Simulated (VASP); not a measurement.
# BAs (F-43m) in VASP: elastic constants with r2SCAN

Aim: the elastic constants of BAs with r2SCAN.

All numbers are computed with VASP 6.6.1; they aren't measurements. Logs are shortened: lines on timing, memory, paths and dates and some standing lists are left out, and cuts for length are marked.

**1. The cell of the first run**

It takes space group F-43m (No. 216, cubic). Conventional cell: a = 4.784 Å, b = 4.784 Å, c = 4.784 Å, α = 90.00°, β = 90.00°, γ = 90.00°. B (site symmetry -43m) has 4 As at 2.07 Å within 2.7 Å. Within 2.7 Å of As (site symmetry -43m) lie 4 B at 2.07 Å.

**2. Elastic constants, r2SCAN**

INCAR reads:

```
SYSTEM = BAs
  PREC = Accurate
  ENCUT = 600
  EDIFF = 1E-8
  ISMEAR = 0
  SIGMA = 0.01
  LREAL = .False.
  LASPH = .True.
  NELM = 100
  ALGO = Normal
  ISIF = 3
  LWAVE = .False.
  LCHARG = .False.
  METAGGA = R2SCAN
  LMIXTAU = .True.
  NBANDS = 11
  IBRION = 6
  NFREE = 2
  POTIM = 0.015
  NSW = 1
```

KPOINTS reads:

```
Automatic mesh
0
Gamma
  10 10 10
  0 0 0
```

POSCAR reads:

```
BAs
1.0
    0.0000000000      2.3919171773      2.3919171773
    2.3919171773      0.0000000000      2.3919171773
    2.3919171773      2.3919171773      0.0000000000
B As
1 1
Direct
    0.0000000000      0.0000000000      0.0000000000
    0.2500000000      0.2500000000      0.2500000000
```

Potentials or basis: VASP PAW PBE potentials, release 64 (B, As).

Run with:

```
$ cat potpaw_PBE.64/B/POTCAR potpaw_PBE.64/As/POTCAR > POTCAR
$ mpirun -np 1 vasp_std > vasp.out
```

OUTCAR:

```text
SYSTEM = BAs
   PREC = Accurate
   ENCUT = 600
   EDIFF = 1E-8
   ISMEAR = 0
   LREAL = .False.
   LASPH = .True.
   NELM = 100
   ISIF = 3
   METAGGA = R2SCAN
   IBRION = 6
   NFREE = 2
   POTIM = 0.015
   NSW = 1

 ion  position               nearest neighbor table
   1  0.000  0.000  0.000-   2 2.07   2 2.07   2 2.07   2 2.07
   2  0.250  0.250  0.250-   1 2.07   1 2.07   1 2.07   1 2.07

  LATTYP: Found a face centered cubic cell.
 ALAT       =     4.7838343546

  Lattice vectors:

 A1 = (   0.0000000000,   2.3919171773,   2.3919171773)
 A2 = (   2.3919171773,   0.0000000000,   2.3919171773)
 A3 = (   2.3919171773,   2.3919171773,   0.0000000000)

Analysis of symmetry for initial positions (statically):
=====================================================================
 Subroutine PRICEL returns:
 Original cell was already a primitive cell.

 Routine SETGRP: Setting up the symmetry group for a
 face centered cubic supercell.

 Subroutine GETGRP returns: Found 24 space group operations
 (whereof 24 operations were pure point group operations)
 out of a pool of 48 trial point group operations.

The static configuration has the point symmetry T_d .

Analysis of symmetry for dynamics (positions and initial velocities):
=====================================================================
 Subroutine PRICEL returns:
 Original cell was already a primitive cell.

 Routine SETGRP: Setting up the symmetry group for a
 face centered cubic supercell.

 Subroutine GETGRP returns: Found 24 space group operations
 (whereof 24 operations were pure point group operations)
 out of a pool of 48 trial point group operations.

The dynamic configuration has the point symmetry T_d .

 Subroutine INISYM returns: Found 24 space group operations
 (whereof 24 operations are pure point group operations),
 and found     1 'primitive' translations

----------------------------------------------------------------------------------------

                                     Primitive cell

  volume of cell :      27.3696

  direct lattice vectors                    reciprocal lattice vectors
     0.000000000  2.391917177  2.391917177    -0.209037338  0.209037338  0.209037338
     2.391917177  0.000000000  2.391917177     0.209037338 -0.209037338  0.209037338
     2.391917177  2.391917177  0.000000000     0.209037338  0.209037338 -0.209037338

  length of vectors
     3.382681712  3.382681712  3.382681712     0.362063290  0.362063290  0.362063290

  position of ions in fractional coordinates (direct lattice)
     0.000000000  0.000000000  0.000000000
     0.250000000  0.250000000  0.250000000

  ion indices of the primitive-cell ions
   primitive index   ion index
                 1           1
                 2           2

----------------------------------------------------------------------------------------

 KPOINTS: Automatic mesh

Automatic generation of k-mesh.
 Grid dimensions read from file:
 generate k-points for:   10   10   10

 Generating k-lattice:

  Cartesian coordinates                     Fractional coordinates (reciprocal lattice)
    -0.020903734  0.020903734  0.020903734     0.100000000  0.000000000  0.000000000
     0.020903734 -0.020903734  0.020903734     0.000000000  0.100000000  0.000000000
[... 106 lines left out ...]

  energy without entropy =      -22.25751009  energy(sigma->0) =      -22.25751009

------------------------ aborting loop because EDIFF is reached ----------------------------------------

  FORCE on cell =-STRESS in cart. coord.  units (eV):
  Direction    XX          YY          ZZ          XY          YZ          ZX
  --------------------------------------------------------------------------------------
  -------------------------------------------------------------------------------------
  Total        0.0407862      0.0407862      0.0407862     -0.0000000     -0.0000000     -0.0000000
  in kB        2.3875654      2.3875654      2.3875654     -0.0000000     -0.0000000     -0.0000000
  external PRESSURE =       2.3875654 kB  Pullay stress =       0.0000000 kB
[... 89 lines left out ...]
  FREE ENERGIE OF THE ION-ELECTRON SYSTEM (eV)
  ---------------------------------------------------
  free  energy   TOTEN  =       -22.2512480374 eV

  energy  without entropy=      -22.2512480374  energy(sigma->0) =      -22.25124804

[... ionic steps 4 to 14 ...]

--------------------------------------- Ionic step       15  -------------------------------------------

 number of electron       8.0000000 magnetization

------------------------ aborting loop because EDIFF is reached ----------------------------------------
[... 67 lines left out ...]
--------------------------------------- Ionic step       17  -------------------------------------------

 number of electron       8.0000000 magnetization

 Free energy of the ion-electron system (eV)
  ---------------------------------------------------
  ext. energy  EPLUGINS =         0.00000000
  ---------------------------------------------------
  free energy    TOTEN  =       -22.25559126 eV

  energy without entropy =      -22.25559126  energy(sigma->0) =      -22.25559126

 E-fermi :   6.2133     XC(G=0): -11.1139

 val. band max:        6.0873747096   @ k =   0.0000   0.0000   0.0000
 cond. band min:       7.3482164265   @ k =   0.0000   0.4000   0.4000
 fundamental gap:      1.2608417170
 Fermi energy:         6.2133246812

 k-point     1 :       0.0000    0.0000    0.0000
  band No.  band energies     occupation
      1     -10.1421      2.00000
      2       5.8631      2.00000
      3       5.9764      2.00000
      4       6.0874      2.00000
      5       9.3305      0.00000
      6       9.4147      0.00000
      7       9.5019      0.00000
      8      11.0705      0.00000
      9      16.3303      0.00000
     10      19.3984      0.00000
     11      19.3989      0.00000
[... 309 lines left out ...]
 k-point    24 :       0.4000    0.3000    0.0000
  band No.  band energies     occupation
      1      -7.3641      2.00000
      2      -0.8685      2.00000
      3       1.8393      2.00000
      4       2.3053      2.00000
      5       7.8783      0.00000
      6       9.6813      0.00000
      7      15.3710      0.00000
      8      15.6191      0.00000
      9      18.8718      0.00000
     10      22.4906      0.00000
     11      22.6930      0.00000

 [... further k-points ...]
[... 5 lines left out ...]
  --------------------------------------------------------------------------------------
  -------------------------------------------------------------------------------------
  Total        0.0411534      0.0445334      0.0445334      0.0000000      0.1015145      0.0000000
  in kB        2.4090628      2.6069192      2.6069192      0.0000000      5.9425159      0.0000000
  external PRESSURE =       2.5409670 kB  Pullay stress =       0.0000000 kB
[... 17 lines left out ...]
  FREE ENERGIE OF THE ION-ELECTRON SYSTEM (eV)
  ---------------------------------------------------
  free  energy   TOTEN  =       -22.2555912622 eV

  energy  without entropy=      -22.2555912622  energy(sigma->0) =      -22.25559126

 INTERNAL STRAIN TENSORS FROM STRAINED CELLS
 ============================================

 INTERNAL STRAIN TENSOR FOR ION    1 for displacements in x,y,z  (eV/Angst):
          X           Y           Z          XY          YZ          ZX
  --------------------------------------------------------------------------------
  x     0.00000     0.00000     0.00000     0.00000     6.77271     0.00000
  y     0.00000    -0.00000     0.00000     0.00000     0.00000     6.77255
  z     0.00000    -0.00000     0.00000     6.77247    -0.00000    -0.00000

 INTERNAL STRAIN TENSORS FROM DISPLACED ATOMS
 ============================================

 INTERNAL STRAIN TENSOR FOR ION    1 for displacements in x,y,z  (eV/Angst):
          X           Y           Z          XY          YZ          ZX
  --------------------------------------------------------------------------------
  x     0.00000    -0.00000    -0.00000     0.00000     6.76663     0.00000
  y    -0.00000     0.00000    -0.00000     0.00000     0.00000     6.76663
  z    -0.00000    -0.00000     0.00000     6.76663     0.00000     0.00000

 INTERNAL STRAIN TENSOR FOR ION    2 for displacements in x,y,z  (eV/Angst):
          X           Y           Z          XY          YZ          ZX
  --------------------------------------------------------------------------------
  x     0.00000     0.00000     0.00000     0.00000    -6.76643     0.00000
  y     0.00000     0.00000     0.00000     0.00000     0.00000    -6.76643
  z     0.00000     0.00000     0.00000    -6.76643     0.00000     0.00000

 Eigenvectors and eigenvalues of the dynamical matrix
 ----------------------------------------------------

   1 f  =   21.005648 THz   131.982376 2PiTHz  700.672984 cm-1    86.872339 meV
             X         Y         Z           dx          dy          dz
      0.000000  0.000000  0.000000     0.934830    0.000000    0.000000
      1.195959  1.195959  1.195959    -0.355096    0.000000    0.000000
[... 21 lines left out ...]
   6 f/i=    0.000245 THz     0.001540 2PiTHz    0.008174 cm-1     0.001013 meV
             X         Y         Z           dx          dy          dz
      0.000000  0.000000  0.000000    -0.328151   -0.131058    0.035123
      1.195959  1.195959  1.195959    -0.863895   -0.345025    0.092465

--------------------------------------------------------------------------------------------------------

 ELASTIC MODULI CONTR FROM IONIC RELAXATION (kBar)
 Direction    XX          YY          ZZ          XY          YZ          ZX
 --------------------------------------------------------------------------------
 XX          -0.0000     -0.0000     -0.0000      0.0000      0.0000      0.0000
 YY          -0.0000     -0.0000     -0.0000      0.0000      0.0000      0.0000
 ZZ          -0.0000     -0.0000     -0.0000      0.0000      0.0000      0.0000
 XY           0.0000      0.0000      0.0000   -157.1405      0.0000      0.0000
 YZ           0.0000      0.0000      0.0000      0.0000   -157.1405      0.0000
 ZX           0.0000      0.0000      0.0000      0.0000      0.0000   -157.1405
 --------------------------------------------------------------------------------

 TOTAL ELASTIC MODULI (kBar)
 Direction    XX          YY          ZZ          XY          YZ          ZX
 --------------------------------------------------------------------------------
 XX        2913.3834    688.7777    688.7777     -0.0000      0.0000      0.0000
 YY         688.7777   2913.3834    688.7777      0.0000      0.0000      0.0000
 ZZ         688.7777    688.7777   2913.3834      0.0000      0.0000      0.0000
 XY          -0.0000      0.0000      0.0000   1579.6743     -0.0000      0.0000
 YZ           0.0000      0.0000      0.0000     -0.0000   1579.6743     -0.0000
 ZX           0.0000      0.0000      0.0000      0.0000     -0.0000   1579.6743
 --------------------------------------------------------------------------------
```

Wall time 45 min (1 thread of AMD EPYC 9R45 (Zen 5), shared host); peak memory 0.3 GiB.

Results:

| Property | Result |
| --- | --- |
| Elastic constants C11, C12, C44 | 291, 69, 158 GPa |
| Voigt bulk modulus | 143 GPa |
| Highest phonon frequency at Γ, LO-TO splitting left out | 701 cm⁻¹ |

Phonon frequencies in cm⁻¹ (negative: imaginary):
```tsv
q point	frequencies
(0.000, 0.000, 0.000)	0 0 0 701 701 701
```

Elastic tensor in Voigt notation (GPa, in the Cartesian axes of the cell as first typed):
```
291  69  69   0   0   0
 69 291  69   0   0   0
 69  69 291   0   0   0
  0   0   0 158   0   0
  0   0   0   0 158   0
  0   0   0   0   0 158
```

Clamped-ion elastic tensor (GPa):
```
291  69  69   0   0   0
 69 291  69   0   0   0
 69  69 291   0   0   0
  0   0   0 174   0   0
  0   0   0   0 174   0
  0   0   0   0   0 174
```

Caveat: the PAW data sets were made with another functional, which shifts forces and pressure a little.
